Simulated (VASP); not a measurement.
# Si16H4CO in VASP: further runs

Runs on Si16H4CO. Level: PBE+D3(BJ). Tasks: single point.

Everything below comes from runs of VASP 6.6.1. Logs are shortened: lines on timing, memory, paths and dates and some standing lists are left out, and cuts for length are marked.

**1. The cell of the first run**

The cell holds a slab with vacuum, 22 atoms: a = 7.679 Å, b = 7.679 Å, c = 18.419 Å, α = 90.00°, β = 90.00°, γ = 60.00°.

**2. Single point, PBE+D3(BJ)**

Contents of INCAR:

```
  ALGO = Normal
  EDIFF = 1E-6
  ENCUT = 520
  GGA = PE
  ISIF = 2
  ISMEAR = -1
  IVDW = 12
  LASPH = T
  LCHARG = F
  LREAL = Auto
  LWAVE = F
  NBANDS = 56
  NELM = 100
  PREC = Accurate
  SIGMA = 0.05
```

Contents of KPOINTS:

```
k-points
0
Gamma
  2 2 1
```

Contents of POSCAR:

```
Si16H4CO
1.0
    7.6791800000      0.0000000000      0.0000000000
    3.8395900000      6.6503650000      0.0000000000
    0.0000000000      0.0000000000     18.4187650000
H Si C O
4 16 1 1
Direct
    0.1666668792      0.1666675438      0.0542924566
    0.6666681814      0.1666675438      0.0542924566
    0.1666662146      0.6666701752      0.0542924566
    0.6666675168      0.6666701752      0.0542924566
    0.1666668792      0.1666675438      0.1357311416
    0.6666681814      0.1666675438      0.1357311416
    0.1666662146      0.6666701752      0.1357311416
    0.6666675168      0.6666701752      0.1357311416
   -0.1672657758      0.3339064848      0.1775091870
    0.3334318926      0.3334253082      0.1774331775
   -0.1666792161      0.8333076455      0.1775254747
    0.3339072959      0.8327362483      0.1775091870
   -0.1662367308      0.3331245729      0.3094561443
    0.3330043184      0.3330042787      0.3091141018
   -0.1666181341      0.8333677926      0.3091249603
    0.3331356013      0.8337587486      0.3094507151
   -0.0000425560     -0.0000451103      0.3441761703
    0.4999857257      0.0001353309      0.3440024345
    0.0001370760      0.4999875947      0.3440024345
    0.4997508057      0.4997470064      0.3432966325
    0.5983682577      0.5900428022      0.5447650806
    0.5972262252      0.5889150445      0.6075923114
```

Potentials or basis: VASP PAW PBE potentials, release 64 (H, Si, C, O).

Run with:

```sh
> cat potpaw_PBE.64/H/POTCAR potpaw_PBE.64/Si/POTCAR potpaw_PBE.64/C/POTCAR potpaw_PBE.64/O/POTCAR > POTCAR
> mpirun -np 1 vasp_std > vasp.out
```

OUTCAR:

```text
EDIFF = 1E-6
   ENCUT = 520
   GGA = PE
   ISIF = 2
   ISMEAR = -1
   IVDW = 12
   LASPH = T
   LREAL = Auto
   NELM = 100
   PREC = Accurate
 IVDW          = 12

 ion  position               nearest neighbor table
   1  0.167  0.167  0.054-   5 1.50
   2  0.667  0.167  0.054-   6 1.50
   3  0.167  0.667  0.054-   7 1.50
   4  0.667  0.667  0.054-   8 1.50
   5  0.167  0.167  0.136-   1 1.50  10 2.35  12 2.35   9 2.35
   6  0.667  0.167  0.136-   2 1.50  10 2.35   9 2.35  11 2.35
   7  0.167  0.667  0.136-   3 1.50  10 2.35  12 2.35  11 2.35
   8  0.667  0.667  0.136-   4 1.50  12 2.34   9 2.34  11 2.35
   9  0.833  0.334  0.178-   8 2.34   6 2.35   5 2.35  13 2.43
  10  0.333  0.333  0.177-   6 2.35   7 2.35   5 2.35  14 2.43
  11  0.833  0.833  0.178-   8 2.35   7 2.35   6 2.35  15 2.42
  12  0.334  0.833  0.178-   8 2.34   7 2.35   5 2.35  16 2.43
  13  0.834  0.333  0.309-  19 2.31  17 2.31  20 2.31   9 2.43
  14  0.333  0.333  0.309-  19 2.31  18 2.31  20 2.31  10 2.43
  15  0.833  0.833  0.309-  17 2.31  19 2.31  18 2.31  11 2.42
  16  0.333  0.834  0.309-  18 2.31  17 2.31  20 2.31  12 2.43
  17  1.000  1.000  0.344-  13 2.31  16 2.31  15 2.31
  18  0.500  0.000  0.344-  14 2.31  16 2.31  15 2.31
  19  0.000  0.500  0.344-  14 2.31  13 2.31  15 2.31
  20  0.500  0.500  0.343-  14 2.31  13 2.31  16 2.31
  21  0.598  0.590  0.545-  22 1.16
  22  0.597  0.589  0.608-  21 1.16

  LATTYP: Found a hexagonal cell.
 ALAT       =     7.6791800344
 C/A-ratio  =     2.3985327753

  Lattice vectors:

 A1 = (  -3.8395900000,  -6.6503650000,   0.0000000000)
 A2 = (   7.6791800000,   0.0000000000,   0.0000000000)
 A3 = (   0.0000000000,   0.0000000000,  18.4187650000)

Analysis of symmetry for initial positions (statically):
=====================================================================
 Subroutine PRICEL returns:
 Original cell was already a primitive cell.

 Routine SETGRP: Setting up the symmetry group for a
 hexagonal supercell.

 Subroutine GETGRP returns: Found  1 space group operations
 (whereof  1 operations were pure point group operations)
 out of a pool of 24 trial point group operations.

The static configuration has the point symmetry C_1 .

Analysis of symmetry for dynamics (positions and initial velocities):
=====================================================================
 Subroutine PRICEL returns:
 Original cell was already a primitive cell.

 Routine SETGRP: Setting up the symmetry group for a
 hexagonal supercell.

 Subroutine GETGRP returns: Found  1 space group operations
 (whereof  1 operations were pure point group operations)
 out of a pool of 24 trial point group operations.

The dynamic configuration has the point symmetry C_1 .

 Subroutine INISYM returns: Found  1 space group operations
 (whereof  1 operations are pure point group operations),
 and found     1 'primitive' translations

----------------------------------------------------------------------------------------

                                     Primitive cell

  volume of cell :     940.6344

  direct lattice vectors                    reciprocal lattice vectors
     7.679180000  0.000000000  0.000000000     0.130222237 -0.075183843  0.000000000
     3.839590000  6.650365000  0.000000000     0.000000000  0.150367687  0.000000000
     0.000000000  0.000000000 18.418765000     0.000000000  0.000000000  0.054292457

  length of vectors
     7.679180000  7.679180034 18.418765000     0.150367687  0.150367687  0.054292457

  position of ions in fractional coordinates (direct lattice)
     0.166666879  0.166667544  0.054292457
     0.666668181  0.166667544  0.054292457
     0.166666215  0.666670175  0.054292457
     0.666667517  0.666670175  0.054292457
     0.166666879  0.166667544  0.135731142
     0.666668181  0.166667544  0.135731142
[... 14 lines left out ...]
     0.598368258  0.590042802  0.544765081
     0.597226225  0.588915044  0.607592311

  ion indices of the primitive-cell ions
   primitive index   ion index
                 1           1
                 2           2
                 3           3
                 4           4
                 5           5
                 6           6
[... 14 lines left out ...]
                21          21
                22          22

----------------------------------------------------------------------------------------

 KPOINTS: k-points

Automatic generation of k-mesh.
 Grid dimensions read from file:
 generate k-points for:    2    2    1

 Generating k-lattice:

  Cartesian coordinates                     Fractional coordinates (reciprocal lattice)
     0.065111119 -0.037591922  0.000000000     0.500000000 -0.000000000  0.000000000
     0.000000000  0.075183843  0.000000000     0.000000000  0.500000000  0.000000000
     0.000000000  0.000000000  0.054292457     0.000000000  0.000000000  1.000000000

  Length of vectors
     0.075183844  0.075183843  0.054292457

[... 43 lines left out ...]
   NELECT =      78.0000    total number of electrons
   NUPDOWN=      -1.0000    fix difference up-down
   EMIN   =  10.00;   EMAX   =-10.00  energy-range for DOS
   EFERMI =   0.00;   METHOD = LEGACY
   ISMEAR =    -1;   SIGMA  =   0.05  broadening in eV -4-tet -1-fermi 0-gaus
   EFERMI_NEDOS =   21; number of points for ismear=-14 and -15
   IALGO  =     38    algorithm
   IMIX   =      4    mixing-type and parameters
     AMIX     =   0.40;   BMIX     =  1.00
     AMIX_MAG =   1.60;   BMIX_MAG =  1.00
  volume/ion in A,a.u.               =      42.76       288.53
  Fermi-wavevector in a.u.,A,eV,Ry     =   0.713892  1.349061  6.934105  0.509642
  Thomas-Fermi vector in A             =   1.801649
   LORBIT       =      0    0 simple, 1 ext, 2 COOP (PROOUT), +10 PAW based schemes
   GGA     = PE    functional components
   LHFCALC =     F    Hartree Fock is set to
   AEXX    =    0.0000 exact exchange contribution
   IVDW    =    12    specifies the selected vdW correction
   LEPSILON=     F    determine dielectric tensor
   LRPA    =     F    only Hartree local field effects (RPA)
 non-spin polarized calculation
  energy-cutoff  :      520.00
  volume of cell :      940.63
 maximum number of plane-waves:     25382
 NGX is ok and might be reduce to    60
   NGX = 29   NGY = 29   NGZ = 69

 number of electron      78.0000006 magnetization

 Free energy of the ion-electron system (eV)
  ---------------------------------------------------
  ext. energy  EPLUGINS =         0.00000000
  ---------------------------------------------------
  free energy    TOTEN  =      -108.47967371 eV

  energy without entropy =     -108.33405758  energy(sigma->0) =     -108.40686564

 E-fermi :  -0.6442     XC(G=0):  -4.5213

 val. band max:       -0.6835529232   @ k =   0.5000   0.0000   0.0000
 cond. band min:      -0.5610134039   @ k =   0.5000   0.5000   0.0000
 fundamental gap:      0.1225395193
 Fermi energy:        -0.6441628598

 k-point     1 :       0.0000    0.0000    0.0000
  band No.  band energies     occupation
      1     -25.2906      2.00000
      2     -12.2630      2.00000
      3     -11.1673      2.00000
      4     -10.3077      2.00000
      5     -10.0593      2.00000
      6     -10.0577      2.00000
[... 43 lines left out ...]
     50       1.4472      0.00000
     51       1.6770      0.00000

 k-point     2 :       0.5000    0.0000    0.0000
  band No.  band energies     occupation
      1     -25.2906      2.00000
      2     -11.5564      2.00000
      3     -11.5442      2.00000
      4     -10.4730      2.00000
      5     -10.4598      2.00000
      6     -10.3072      2.00000
[... 43 lines left out ...]
     50       2.5415      0.00000
     51       2.5568      0.00000

 k-point     3 :       0.5000    0.5000    0.0000
  band No.  band energies     occupation
      1     -25.2906      2.00000
      2     -11.5551      2.00000
      3     -11.5455      2.00000
      4     -10.4726      2.00000
      5     -10.4602      2.00000
      6     -10.3071      2.00000
[... 43 lines left out ...]
     50       2.5463      0.00000
     51       2.5501      0.00000

 k-point     4 :       0.0000    0.5000    0.0000
  band No.  band energies     occupation
      1     -25.2906      2.00000
      2     -11.5565      2.00000
      3     -11.5441      2.00000
      4     -10.4731      2.00000
      5     -10.4598      2.00000
      6     -10.3072      2.00000
[... 43 lines left out ...]
     50       2.5416      0.00000
     51       2.5567      0.00000
 [bands above 51 left out]

------------------------ aborting loop because EDIFF is reached ----------------------------------------

 Edisp (eV)   -4.04047

 E8    (eV) :    -1.7091

  FORCE on cell =-STRESS in cart. coord.  units (eV):
  Direction    XX          YY          ZZ          XY          YZ          ZX
  --------------------------------------------------------------------------------------
  -------------------------------------------------------------------------------------
  Total       4.23970     4.20047    -7.92159     0.03263     0.03025     0.05899
  in kB       7.22145     7.15464   -13.49280     0.05558     0.05152     0.10048
  external pressure =        0.29 kB  Pullay stress =        0.00 kB

 VOLUME and BASIS-vectors are now :
 -----------------------------------------------------------------------------
  energy-cutoff  :      520.00
  volume of cell :      940.63
      direct lattice vectors                 reciprocal lattice vectors
     7.679180000  0.000000000  0.000000000     0.130222237 -0.075183843  0.000000000
     3.839590000  6.650365000  0.000000000     0.000000000  0.150367687  0.000000000
     0.000000000  0.000000000 18.418765000     0.000000000  0.000000000  0.054292457

 POSITION                                       TOTAL-FORCE (eV/Angst)
 -----------------------------------------------------------------------------------
      1.91980      1.10840      1.00000        -0.008892     -0.004910     -0.074189
      5.75940      1.10840      1.00000         0.006084      0.002733     -0.079825
      3.83960      4.43360      1.00000         0.005326      0.003480     -0.079990
      7.67920      4.43360      1.00000        -0.001942     -0.001307     -0.083966
      1.91980      1.10840      2.50000         0.001625      0.000108      0.377014
      5.75940      1.10840      2.50000        -0.009504     -0.007202      0.324132
[... 14 lines left out ...]
      6.86050      3.92400     10.03390         0.015604      0.007590      1.383437
      6.84740      3.91650     11.19110        -0.000568      0.003294     -1.489972
 -----------------------------------------------------------------------------------
    total drift:                               -0.002870      0.001114      0.007654

  FREE ENERGIE OF THE ION-ELECTRON SYSTEM (eV)
  ---------------------------------------------------
  free  energy   TOTEN  =      -112.5201463481 eV

  energy  without entropy=     -112.3745302167  energy(sigma->0) =     -112.44733828
```

Wall time 11 min (1 thread of AMD EPYC 7R13, shared host); peak memory 1 GiB.

Results:

| Property | Result |
| --- | --- |
| Free energy | -112.5201 eV |
| Largest force | 1.490 eV/Å |
| Band gap on the k mesh | zero (band 39 reaches -0.68 eV, above the bottom of band 40 at -0.88 eV) |
| Dispersion energy per atom | -0.184 eV |

Forces on the atoms (eV/Å):
```
H   -0.009 -0.005 -0.074
H    0.006  0.003 -0.080
H    0.005  0.003 -0.080
H   -0.002 -0.001 -0.084
Si   0.002  0.000  0.377
Si  -0.010 -0.007  0.324
Si  -0.010 -0.005  0.324
Si   0.025  0.014  0.305
Si   0.006 -0.013  0.277
Si  -0.005 -0.004  0.249
Si   0.005  0.003  0.260
Si  -0.009  0.013  0.276
Si   0.007 -0.007 -0.416
Si  -0.020 -0.012 -0.442
Si   0.001  0.001 -0.428
Si  -0.004  0.010 -0.418
Si  -0.012 -0.008 -0.030
Si   0.017 -0.020 -0.041
Si  -0.009  0.022 -0.041
Si   0.000  0.000 -0.151
C    0.016  0.008  1.383
O   -0.001  0.003 -1.490
```

Levels at points of the mesh, in eV from the Fermi level:
```
           k point  band 35  band 36  band 37  band 38  band 39  band 40  band 41  band 42  band 43  band 44
(0.00, 0.00, 0.00)    -1.09    -0.49    -0.49    -0.26    -0.25    -0.24     0.17     0.99     1.00     1.00
(0.50, 0.00, 0.00)    -2.04    -1.28    -1.27    -0.06    -0.04     0.09     0.13     1.63     1.65     2.06
(0.50, 0.50, 0.00)    -2.04    -1.28    -1.27    -0.05    -0.04     0.08     0.13     1.65     1.65     2.07
(0.00, 0.50, 0.00)    -2.04    -1.28    -1.27    -0.06    -0.04     0.09     0.13     1.63     1.65     2.06
```

Caveat: the k points lie up to 0.47 Å⁻¹ apart.

**3. Single point, PBE+D3(BJ)**

Contents of INCAR:

```
  ALGO = Normal
  EDIFF = 1E-6
  ENCUT = 520
  GGA = PE
  ISIF = 2
  ISMEAR = -1
  IVDW = 12
  LASPH = True
  LCHARG = False
  LREAL = Auto
  LWAVE = False
  NBANDS = 56
  NELM = 60
  PREC = Accurate
  SIGMA = 0.05
```

KPOINTS is that of step 2.

Contents of POSCAR:

```
Si16H4CO
1.0
    7.6791800000      0.0000000000      0.0000000000
    3.8395900000      6.6503650000      0.0000000000
    0.0000000000      0.0000000000     18.4187650000
H Si C O
4 16 1 1
Direct
    0.1666668792      0.1666675438      0.0542924566
    0.6666681814      0.1666675438      0.0542924566
    0.1666662146      0.6666701752      0.0542924566
    0.6666675168      0.6666701752      0.0542924566
    0.1666668792      0.1666675438      0.1357311416
    0.6666681814      0.1666675438      0.1357311416
    0.1666662146      0.6666701752      0.1357311416
    0.6666675168      0.6666701752      0.1357311416
   -0.1675608627      0.3341320364      0.1793931352
    0.3334634409      0.3334403450      0.1788230644
   -0.1666291417      0.8333377191      0.1791596776
    0.3340816935      0.8324655865      0.1793822767
   -0.1653074394      0.3325682124      0.3082834273
    0.3321381623      0.3321321461      0.3071921489
   -0.1665144961      0.8334730500      0.3073061630
    0.3325447430      0.8347060650      0.3082508518
   -0.0003609883     -0.0003458457      0.3387414954
    0.5007902987     -0.0004059928      0.3381497076
   -0.0003971244      0.5007695066      0.3381551369
    0.4995009737      0.4994913813      0.3347509999
    0.6122274602      0.5926140896      0.5298346550
    0.6072732324      0.5879376545      0.5921189613
```

Potentials or basis: VASP PAW PBE potentials, release 64 (H, Si, C, O).

Run with:

```sh
> cat potpaw_PBE.64/H/POTCAR potpaw_PBE.64/Si/POTCAR potpaw_PBE.64/C/POTCAR potpaw_PBE.64/O/POTCAR > POTCAR
> mpirun -np 1 vasp_std > vasp.out
```

Wall time 10 min (1 thread of AMD EPYC 7R13, shared host); peak memory 1 GiB.

The run converged. Its results:

```
Free energy                : -112.5621 eV
Largest force              : 0.602 eV/Å
Band gap on the k mesh     : zero (band 39 reaches -0.66 eV, above the bottom of band 40 at -0.89 eV)
Dispersion energy per atom : -0.186 eV
```

Forces in eV/Å, atoms in the order of the input:
```
H   -0.015 -0.008 -0.056
H    0.009  0.001 -0.062
H    0.005  0.007 -0.063
H   -0.003 -0.002 -0.067
Si  -0.022 -0.012  0.544
Si   0.005 -0.007  0.465
Si  -0.003  0.007  0.463
Si   0.025  0.016  0.457
Si   0.009 -0.014 -0.312
Si   0.002  0.000 -0.346
Si  -0.005 -0.002 -0.354
Si  -0.007  0.015 -0.314
Si   0.011 -0.010 -0.339
Si  -0.014 -0.010 -0.315
Si   0.004  0.002 -0.346
Si  -0.003  0.015 -0.339
Si  -0.003 -0.002  0.335
Si  -0.004 -0.007  0.329
Si  -0.007  0.000  0.330
Si   0.002  0.002  0.122
C    0.002  0.000  0.471
O    0.011  0.009 -0.602
```

Levels at points of the mesh, in eV from the Fermi level:
```tsv
k point	band 37	band 38	band 39	band 40	band 41	band 42
(0.00, 0.00, 0.00)	-0.48	-0.32	-0.29	-0.28	0.25	0.80
(0.50, 0.00, 0.00)	-1.26	-0.07	-0.05	0.11	0.20	1.52
(0.50, 0.50, 0.00)	-1.26	-0.06	-0.06	0.11	0.18	1.54
(0.00, 0.50, 0.00)	-1.26	-0.08	-0.06	0.11	0.20	1.52
```

Caveat: the k points lie up to 0.47 Å⁻¹ apart.

**4. Single point, PBE+D3(BJ)**

INCAR is that of step 3.

KPOINTS is that of step 3.

Contents of POSCAR:

```
Si16H4CO
1.0
    7.6791800000      0.0000000000      0.0000000000
    3.8395900000      6.6503650000      0.0000000000
    0.0000000000      0.0000000000     18.4187650000
H Si C O
4 16 1 1
Direct
    0.1666668792      0.1666675438      0.0542924566
    0.6666681814      0.1666675438      0.0542924566
    0.1666662146      0.6666701752      0.0542924566
    0.6666675168      0.6666701752      0.0542924566
    0.1666668792      0.1666675438      0.1357311416
    0.6666681814      0.1666675438      0.1357311416
    0.1666662146      0.6666701752      0.1357311416
    0.6666675168      0.6666701752      0.1357311416
   -0.1674746712      0.3340117422      0.1764667718
    0.3335766118      0.3335004921      0.1751583236
   -0.1667087498      0.8332625352      0.1754515029
    0.3338913242      0.8325858806      0.1764179086
   -0.1633140655      0.3312900871      0.3026261533
    0.3306652150      0.3305983957      0.3011439692
   -0.1662997017      0.8336685280      0.3009267994
    0.3312227316      0.8367510655      0.3025447146
   -0.0008681706     -0.0008420590      0.3383343020
    0.5018794907     -0.0013081989      0.3371507264
   -0.0012825298      0.5018371172      0.3371833019
    0.4992566456      0.4992507930      0.3276821220
    0.6275687477      0.5963883185      0.5128139699
    0.6169071624      0.5866144189      0.5740830072
```

Run with:

```sh
> cat potpaw_PBE.64/H/POTCAR potpaw_PBE.64/Si/POTCAR potpaw_PBE.64/C/POTCAR potpaw_PBE.64/O/POTCAR > POTCAR
> mpirun -np 1 vasp_std > vasp.out
```

Wall time 10 min (1 thread of AMD EPYC 7R13, shared host); peak memory 1 GiB.

The run converged. Its results:

```
Free energy                : -112.6879 eV
Largest force              : 1.035 eV/Å
Band gap on the k mesh     : zero (band 39 reaches -0.73 eV, above the bottom of band 40 at -0.92 eV)
Dispersion energy per atom : -0.189 eV
```

Forces on the atoms (eV/Å):
```
H   -0.024 -0.012 -0.081
H    0.014  0.006 -0.094
H    0.012  0.009 -0.095
H   -0.010 -0.005 -0.099
Si  -0.041 -0.020  0.074
Si   0.041 -0.006 -0.037
Si   0.013  0.034 -0.042
Si  -0.010 -0.002 -0.027
Si  -0.012  0.027 -0.305
Si   0.009  0.006 -0.236
Si  -0.005 -0.003 -0.256
Si   0.018 -0.024 -0.307
Si   0.051 -0.038  0.309
Si  -0.052 -0.030  0.340
Si   0.000 -0.001  0.300
Si  -0.010  0.063  0.309
Si  -0.021 -0.011  0.199
Si   0.015  0.001  0.174
Si   0.009  0.012  0.178
Si  -0.001 -0.001 -0.099
C    0.092  0.045 -1.030
O   -0.086 -0.047  0.824
```

Levels at points of the mesh, in eV from the Fermi level:
| k point | band 35 | band 36 | band 37 | band 38 | band 39 | band 40 | band 41 | band 42 | band 43 | band 44 |
| --- | --- | --- | --- | --- | --- | --- | --- | --- | --- | --- |
| (0.00, 0.00, 0.00) | -1.25 | -0.53 | -0.53 | -0.31 | -0.25 | -0.24 | 0.31 | 0.84 | 0.88 | 0.89 |
| (0.50, 0.00, 0.00) | -2.18 | -1.29 | -1.25 | -0.07 | -0.05 | 0.08 | 0.25 | 1.55 | 1.61 | 2.19 |
| (0.50, 0.50, 0.00) | -2.19 | -1.28 | -1.25 | -0.05 | -0.05 | 0.10 | 0.21 | 1.58 | 1.60 | 2.21 |
| (0.00, 0.50, 0.00) | -2.18 | -1.29 | -1.25 | -0.07 | -0.05 | 0.08 | 0.25 | 1.55 | 1.61 | 2.19 |

Caveat: the k points lie up to 0.47 Å⁻¹ apart.
